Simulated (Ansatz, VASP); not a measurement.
# Two plane-wave programs on PbO2

The input INCAR:

```
ALGO = Normal
EDIFF = 1E-6
ENCUT = 520
GGA = PE
ISIF = 2
ISMEAR = 0
LASPH = True
LCHARG = False
LREAL = False
LWAVE = False
NBANDS = 35
NELM = 60
PREC = Accurate
SIGMA = 0.2
```

KPOINTS

```
k-points
0
Gamma
  6 6 4
```

POSCAR

```
PbO2
1.0
   -1.7229055308      2.9841599161      0.0000000000
    0.0000000000     -1.9894399440      4.4559399160
    5.1687165925      2.9841599161      0.0000000000
Pb O
2 4
Direct
    0.0000000000      0.0000000000      0.0000000000
    0.5000000000      0.0000000000      0.5000000000
    0.3836414900      0.7672829800      0.1278804967
    0.8836414900      0.7672829800      0.6278804967
    0.1163585100      0.2327170200      0.3721195033
    0.6163585100      0.2327170200      0.8721195033
```

Input for Ansatz:

```yaml
crystal:
  lattice:
    - [-1.7229055308, 2.9841599161, 0.0]
    - [0.0, -1.989439944, 4.455939916]
    - [5.1687165925, 2.9841599161, 0.0]
  atoms:
    - { symbol: Pb, position: [0.0, 0.0, 0.0] }
    - { symbol: Pb, position: [0.5, 0.0, 0.5] }
    - { symbol: O, position: [0.38364149, 0.76728298, 0.1278804967] }
    - { symbol: O, position: [0.88364149, 0.76728298, 0.6278804967] }
    - { symbol: O, position: [0.11635851, 0.23271702, 0.3721195033] }
    - { symbol: O, position: [0.61635851, 0.23271702, 0.8721195033] }
basis:
  ecutwfc: 420
kpoints:
  mp_grid: { grid: [6, 6, 4] }
hamiltonian:
  xc: pbe
scf:
  occupations: { method: gaussian, width: 0.2 }
  lower_state_search: "off"
output:
  forces: true
  stress: true
  eigenvalues: true
```

Alike in both runs: task single point; functional PBE; k mesh 6 × 6 × 4; occupations gaussian, width 0.2 eV; no spin polarisation.

|  | VASP | Ansatz |
| --- | --- | --- |
| version | VASP 6.6.1 | Ansatz 0.2.0 |
| potentials or method | VASP PAW PBE potentials, release 64 (Pb_d, O), cutoff 520 eV | scalar-relativistic, plane waves, PAW |
| valence electrons in the cell | 52 | 52 |

|  | VASP | Ansatz | Ansatz less VASP |
| --- | --- | --- | --- |
| gap on the k mesh at the Fermi level (eV) | none | none | - |
| pressure (GPa) | 0.3 | 0.0 | -0.27 |
| traceless stress, the component that is largest in VASP (GPa) | -0.34 | -0.11 | +0.237 |
| rms of the force components (eV/Å) | 0.017 | 0.001 | -0.0154 |

Atom by atom the forces differ by 0.015 eV/Å (rms over components). A gap of «none» marks a metal or a gap that the smearing closes. The functional is the same, so the differences come from potentials, cutoffs and numerics.

Spin-orbit coupling is off throughout.
